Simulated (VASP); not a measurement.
# KCl (P1) in VASP: single point with PBEsol

Aim: the single point of KCl with PBEsol.

All numbers are computed with VASP 6.6.1; they aren't measurements. Logs are shortened: lines on timing, memory, paths and dates and some standing lists are left out, and cuts for length are marked.

## 1. The cell of the first run

The typed cell holds 4 atoms: a = 4.413 Å, b = 4.413 Å, c = 7.644 Å, α = 73.22°, β = 73.22°, γ = 60.00°.

## 2. Single point, PBEsol (atoms displaced along several vibrational modes)

INCAR reads:

```
SYSTEM = KCl
ALGO     = Normal         ! electronic algorithm
EDIFF    = 1E-6           ! SCF threshold, eV
ENCUT    = 520            ! plane-wave cutoff, eV
GGA      = PS             ! functional
ISIF     = 2              ! what is computed and relaxed
ISMEAR   = 0              ! smearing method
LASPH    = .True.         ! aspherical terms in the spheres
LCHARG   = .False.        ! write CHGCAR
LREAL    = .False.        ! projectors in reciprocal space
LWAVE    = .False.        ! write WAVECAR
NBANDS   = 24             ! bands
NELM     = 60             ! most SCF steps
PREC     = Accurate       ! precision mode
SIGMA    = 0.05           ! smearing width, eV
```

KPOINTS reads:

```
k-points
0
Gamma
  6 6 6
  0 0 0
```

POSCAR reads:

```
KCl
1.0
    0.0000000000     -3.1207041401     -3.1207041401
   -3.1207041401      0.0000000000     -3.1207041401
    3.1207041401      3.1207041401     -6.2414082803
K Cl
2 2
Direct
    0.4395217308      0.5872947629      0.4967459532
    0.0800025498      0.9061971436     -0.0032540468
    0.7392331991      0.7535889336      0.7535889336
    0.2392331991      0.2535889336      0.2535889336
```

Potentials or basis: VASP PAW PBE potentials, release 64 (K_sv, Cl).

Launch:

```bash
> cat potpaw_PBE.64/K_sv/POTCAR potpaw_PBE.64/Cl/POTCAR > POTCAR
> mpirun -np 1 vasp_std > vasp.out
```

OUTCAR:

```text
SYSTEM = KCl
   EDIFF = 1E-6
   ENCUT = 520
   GGA = PS
   ISIF = 2
   ISMEAR = 0
   LASPH = .True.
   LREAL = .False.
   NELM = 60
   PREC = Accurate

 ion  position               nearest neighbor table
   1  0.440  0.587  0.497-   4 2.84   3 3.00   3 3.07   4 3.20
   2  0.080  0.906  0.997-   3 2.83   4 2.86   3 3.09   4 3.21
   3  0.739  0.754  0.754-   2 2.83   1 3.00   1 3.07   2 3.09
   4  0.239  0.254  0.254-   1 2.84   2 2.86   1 3.20   2 3.21

  LATTYP: Found a trigonal (rhomboedric) cell.
 ALAT       =     7.6441327815
 COS(alpha) =     0.8333333333

  Lattice vectors:

 A1 = (   3.1207041401,   6.2414082802,  -3.1207041402)
 A2 = (   6.2414082802,   3.1207041401,  -3.1207041402)
 A3 = (   3.1207041401,   3.1207041401,  -6.2414082803)

Analysis of symmetry for initial positions (statically):
=====================================================================
 Subroutine PRICEL returns:
 Original cell was already a primitive cell.

 Routine SETGRP: Setting up the symmetry group for a
 trigonal (rhombohedral) supercell.

 Subroutine GETGRP returns: Found  1 space group operations
 (whereof  1 operations were pure point group operations)
 out of a pool of 12 trial point group operations.

The static configuration has the point symmetry C_1 .

Analysis of symmetry for dynamics (positions and initial velocities):
=====================================================================
 Subroutine PRICEL returns:
 Original cell was already a primitive cell.

 Routine SETGRP: Setting up the symmetry group for a
 trigonal (rhombohedral) supercell.

 Subroutine GETGRP returns: Found  1 space group operations
 (whereof  1 operations were pure point group operations)
 out of a pool of 12 trial point group operations.

The dynamic configuration has the point symmetry C_1 .

 Subroutine INISYM returns: Found  1 space group operations
 (whereof  1 operations are pure point group operations),
 and found     1 'primitive' translations

----------------------------------------------------------------------------------------

                                     Primitive cell

  volume of cell :     121.5676

  direct lattice vectors                    reciprocal lattice vectors
     0.000000000 -3.120704140 -3.120704140     0.080110125 -0.240330376 -0.080110125
    -3.120704140  0.000000000 -3.120704140    -0.240330376  0.080110125 -0.080110125
     3.120704140  3.120704140 -6.241408280     0.080110125  0.080110125 -0.080110125

  length of vectors
     4.413342119  4.413342119  7.644132782     0.265695228  0.265695228  0.138754807

  position of ions in fractional coordinates (direct lattice)
     0.439521731  0.587294763  0.496745953
     0.080002550  0.906197144  0.996745953
     0.739233199  0.753588934  0.753588934
     0.239233199  0.253588934  0.253588934

  ion indices of the primitive-cell ions
   primitive index   ion index
                 1           1
                 2           2
                 3           3
                 4           4

----------------------------------------------------------------------------------------

 KPOINTS: k-points

Automatic generation of k-mesh.
 Grid dimensions read from file:
 generate k-points for:    6    6    6

 Generating k-lattice:

  Cartesian coordinates                     Fractional coordinates (reciprocal lattice)
     0.013351688 -0.040055063 -0.013351688     0.166666667  0.000000000  0.000000000
    -0.040055063  0.013351688 -0.013351688     0.000000000  0.166666667  0.000000000
     0.013351688  0.013351688 -0.013351688     0.000000000  0.000000000  0.166666667

  Length of vectors
     0.044282538  0.044282538  0.023125801

  Shift w.r.t. Gamma in fractional coordinates (k-lattice)
     0.000000000  0.000000000  0.000000000

 Subroutine IBZKPT returns following result:
 ===========================================

 Found    112 irreducible k-points:

 Following reciprocal coordinates:
            Coordinates               Weight
  0.000000  0.000000  0.000000      1.000000
  0.166667  0.000000  0.000000      2.000000
  0.000000  0.166667  0.000000      2.000000
 -0.166667 -0.166667 -0.166667      2.000000
  0.333333  0.000000  0.000000      2.000000
  0.000000  0.333333  0.000000      2.000000
[... 16 lines left out ...]
 -0.166667  0.500000  0.000000      2.000000
 -0.333333  0.500000  0.500000      2.000000
 [... further k-points ...]
   k-points           NKPTS =    112   k-points in BZ     NKDIM =    112   number of bands    NBANDS=     24
   number of dos      NEDOS =    301   number of ions     NIONS =      4
   total plane-waves  NPLWV =  77760
   dimension x,y,z NGX =    36 NGY =   36 NGZ =   60
   dimension x,y,z NGXF=    72 NGYF=   72 NGZF=  120
   ions per type =               2   2
   NGX,Y,Z   is equivalent  to a cutoff of  13.56, 13.56, 13.05 a.u.
   NGXF,Y,Z  is equivalent  to a cutoff of  27.12, 27.12, 26.10 a.u.
 SYSTEM =  KCl
   PREC   = accura    normal or accurate (medium, high low for compatibility)
   ISTART =      0    job   : 0-new  1-cont  2-samecut
   ICHARG =      2    charge: 1-file 2-atom 10-const
   ISPIN  =      1    spin polarized calculation?
   LNONCOLLINEAR =      F non collinear calculations
   LSORBIT =      F    spin-orbit coupling
   LASPH  =      T    aspherical Exc in radial PAW
   ENCUT  =  520.0 eV  38.22 Ry    6.18 a.u.   8.21  8.21 14.21*2*pi/ulx,y,z
   NELM   =     60;   NELMIN=  2; NELMDL= -5     # of ELM steps
   EDIFF  = 0.1E-05   stopping-criterion for ELM
   LREAL  =      F    real-space projection
   EDIFFG = 0.1E-04   stopping-criterion for IOM
   NSW    =      0    number of steps for IOM
   IBRION =     -1    ionic relax: 0-MD 1-quasi-New 2-CG
   NFREE  =      0    steps in history (QN), initial steepest desc. (CG)
   ISIF   =      2    stress and relaxation
   ISYM   =      2    0-nonsym 1-usesym 2-fastsym
   POTIM  = 0.5000    time-step for ionic-motion
   TEBEG  =    0.0;   TEEND  =   0.0 temperature during run
   PSTRESS=    0.0 pullay stress
   NELECT =      32.0000    total number of electrons
   NUPDOWN=      -1.0000    fix difference up-down
   EMIN   =  10.00;   EMAX   =-10.00  energy-range for DOS
   EFERMI =   0.00;   METHOD = LEGACY
   ISMEAR =     0;   SIGMA  =   0.05  broadening in eV -4-tet -1-fermi 0-gaus
   EFERMI_NEDOS =   21; number of points for ismear=-14 and -15
   IALGO  =     38    algorithm
   IMIX   =      4    mixing-type and parameters
     AMIX     =   0.40;   BMIX     =  1.00
     AMIX_MAG =   1.60;   BMIX_MAG =  1.00
  volume/ion in A,a.u.               =      30.39       205.09
  Fermi-wavevector in a.u.,A,eV,Ry     =   1.049185  1.982673 14.977157  1.100790
  Thomas-Fermi vector in A             =   2.184138
   LORBIT       =      0    0 simple, 1 ext, 2 COOP (PROOUT), +10 PAW based schemes
   GGA     = PS    functional components
   LHFCALC =     F    Hartree Fock is set to
   AEXX    =    0.0000 exact exchange contribution
   IVDW    =     0    specifies the selected vdW correction
   LEPSILON=     F    determine dielectric tensor
   LRPA    =     F    only Hartree local field effects (RPA)
 non-spin polarized calculation
 Gauss-broadening in eV      SIGMA  =   0.05
  energy-cutoff  :      520.00
  volume of cell :      121.57
 maximum number of plane-waves:      3292
 NGX is ok and might be reduce to    36
   NGX = 17   NGY = 17   NGZ = 29

 number of electron      31.9999997 magnetization

 Free energy of the ion-electron system (eV)
  ---------------------------------------------------
  ext. energy  EPLUGINS =         0.00000000
  ---------------------------------------------------
  free energy    TOTEN  =       -13.82807122 eV

  energy without entropy =      -13.82807122  energy(sigma->0) =      -13.82807122

 E-fermi :  -1.5529     XC(G=0):  -7.8014

 val. band max:       -1.8237697604   @ k =   0.0000   0.0000   0.0000
 cond. band min:       3.2778689540   @ k =   0.0000   0.0000   0.0000
 fundamental gap:      5.1016387144
 Fermi energy:        -1.5529094484

 k-point     1 :       0.0000    0.0000    0.0000
  band No.  band energies     occupation
      1     -28.7697      2.00000
      2     -28.7407      2.00000
      3     -14.2036      2.00000
      4     -13.9812      2.00000
      5     -12.3273      2.00000
      6     -12.3121      2.00000
[... 16 lines left out ...]
     23       7.3719      0.00000
     24       7.7445      0.00000

 k-point     2 :       0.1667    0.0000    0.0000
  band No.  band energies     occupation
      1     -28.7672      2.00000
      2     -28.7390      2.00000
      3     -14.1520      2.00000
      4     -14.0238      2.00000
      5     -12.3628      2.00000
      6     -12.3386      2.00000
[... 16 lines left out ...]
     23       7.6383      0.00000
     24       7.9781      0.00000

 k-point     3 :       0.0000    0.1667    0.0000
  band No.  band energies     occupation
      1     -28.7673      2.00000
      2     -28.7390      2.00000
      3     -14.1514      2.00000
      4     -14.0222      2.00000
      5     -12.3661      2.00000
      6     -12.3236      2.00000
[... 16 lines left out ...]
     23       7.5767      0.00000
     24       8.0834      0.00000

 k-point     4 :      -0.1667   -0.1667   -0.1667
  band No.  band energies     occupation
      1     -28.7671      2.00000
      2     -28.7391      2.00000
      3     -14.1535      2.00000
      4     -14.0235      2.00000
      5     -12.3584      2.00000
      6     -12.3450      2.00000
[... 16 lines left out ...]
     23       7.6895      0.00000
     24       7.8311      0.00000

 k-point     5 :       0.3333    0.0000    0.0000
  band No.  band energies     occupation
      1     -28.7622      2.00000
      2     -28.7357      2.00000
      3     -14.0849      2.00000
      4     -14.0588      2.00000
      5     -12.4291      2.00000
      6     -12.3621      2.00000
[... 16 lines left out ...]
     23       8.1615      0.00000
     24       8.3537      0.00000

 k-point     6 :       0.0000    0.3333    0.0000
  band No.  band energies     occupation
      1     -28.7624      2.00000
      2     -28.7357      2.00000
      3     -14.0938      2.00000
      4     -14.0426      2.00000
      5     -12.4308      2.00000
      6     -12.3423      2.00000
[... 16 lines left out ...]
     23       8.1519      0.00000
     24       8.3068      0.00000
[... 379 lines left out ...]
 k-point    21 :      -0.3333    0.1667    0.1667
  band No.  band energies     occupation
      1     -28.7596      2.00000
      2     -28.7342      2.00000
      3     -14.0736      2.00000
      4     -14.0477      2.00000
      5     -12.4230      2.00000
      6     -12.3979      2.00000
[... 16 lines left out ...]
     23       8.3587      0.00000
     24       8.9154      0.00000

 k-point    22 :      -0.1667    0.3333   -0.1667
  band No.  band energies     occupation
      1     -28.7598      2.00000
      2     -28.7341      2.00000
      3     -14.0816      2.00000
      4     -14.0348      2.00000
      5     -12.4289      2.00000
      6     -12.3905      2.00000
[... 16 lines left out ...]
     23       8.6231      0.00000
     24       8.8191      0.00000

 k-point    23 :      -0.1667    0.5000    0.0000
  band No.  band energies     occupation
      1     -28.7599      2.00000
      2     -28.7340      2.00000
      3     -14.0888      2.00000
      4     -14.0296      2.00000
      5     -12.4303      2.00000
      6     -12.3921      2.00000
[... 16 lines left out ...]
     23       8.5711      0.00000
     24       8.8223      0.00000

 k-point    24 :      -0.3333    0.5000    0.5000
  band No.  band energies     occupation
      1     -28.7592      2.00000
      2     -28.7346      2.00000
      3     -14.0766      2.00000
      4     -14.0496      2.00000
      5     -12.4128      2.00000
      6     -12.4011      2.00000
[... 16 lines left out ...]
     23       8.2394      0.00000
     24       8.7506      0.00000

 [... further k-points ...]

------------------------ aborting loop because EDIFF is reached ----------------------------------------

  FORCE on cell =-STRESS in cart. coord.  units (eV):
  Direction    XX          YY          ZZ          XY          YZ          ZX
  --------------------------------------------------------------------------------------
  -------------------------------------------------------------------------------------
  Total        1.5698967      1.0646215      0.0355745      0.3978780      0.0106892     -0.1396206
  in kB       20.6901610     14.0309808      0.4688478      5.2437590      0.1408757     -1.8401034
  external PRESSURE =      11.7299965 kB  Pullay stress =       0.0000000 kB

 VOLUME and BASIS-vectors are now :
 -----------------------------------------------------------------------------
  energy-cutoff  :      520.00
  volume of cell :      121.57
      direct lattice vectors                 reciprocal lattice vectors
     0.000000000 -3.120704140 -3.120704140     0.080110125 -0.240330376 -0.080110125
    -3.120704140  0.000000000 -3.120704140    -0.240330376  0.080110125 -0.080110125
     3.120704140  3.120704140 -6.241408280     0.080110125  0.080110125 -0.080110125

 POSITION                                       TOTAL-FORCE (eV/Angst)
 -----------------------------------------------------------------------------------
     -0.28258      0.17858     -6.30478         0.508635     -0.191396      0.080406
      0.28258      2.86088     -9.29874        -0.450165      0.509070     -0.069425
      0.00000      0.04480     -9.36211        -0.027770     -0.310109     -0.017035
      0.00000      0.04480     -3.12070        -0.030700     -0.007565      0.006054
 -----------------------------------------------------------------------------------
    total drift:                                0.000156     -0.000451     -0.000026

  FREE ENERGIE OF THE ION-ELECTRON SYSTEM (eV)
  ---------------------------------------------------
  free  energy   TOTEN  =       -13.8280712232 eV

  energy  without entropy=      -13.8280712232  energy(sigma->0) =      -13.82807122
```

It took 2.5 min on 1 thread of Intel Xeon 6975P-C (Granite Rapids), shared host; peak memory 0.43 GiB.

Results:

| Item | Value |
| --- | --- |
| Free energy | -13.8281 eV |
| Pressure | 1.2 GPa |
| Largest force | 0.683 eV/Å |
| Band gap on the k mesh | 5.10 eV |

Forces in eV/Å, atoms in the order of the input:
```
K    0.509 -0.191  0.080
K   -0.450  0.509 -0.069
Cl  -0.028 -0.310 -0.017
Cl  -0.031 -0.008  0.006
```

Stress tensor (GPa, compression positive):
```
 2.07  0.52 -0.18
 0.52  1.40  0.01
-0.18  0.01  0.05
```

Levels at points of the mesh, in eV from the valence-band top:
```tsv
k point	band 14	band 15	band 16	band 17	band 18	band 19
(0.00, 0.00, 0.00)	-0.04	-0.02	0.00	5.10	7.27	8.12
(0.50, 0.00, 0.00)	-0.39	-0.34	-0.23	7.31	7.32	8.07
(0.00, 0.50, 0.00)	-0.39	-0.36	-0.22	7.28	7.38	8.06
(0.50, 0.50, 0.50)	-0.40	-0.30	-0.25	7.25	7.37	8.15
(0.50, 0.50, 0.00)	-0.31	-0.24	-0.20	6.53	7.32	8.17
(0.00, 0.50, 0.50)	-0.36	-0.25	-0.19	6.44	7.49	8.38
(0.50, 0.00, 0.50)	-0.35	-0.25	-0.17	6.47	7.42	8.29
(0.00, 0.00, 0.50)	-0.23	-0.12	-0.09	6.36	6.38	7.89
```

Caveat: the cell differs from its parent crystal (atoms displaced along several vibrational modes); the PAW data sets were made with another functional, which shifts forces and pressure a little. A k mesh can miss the band edges.
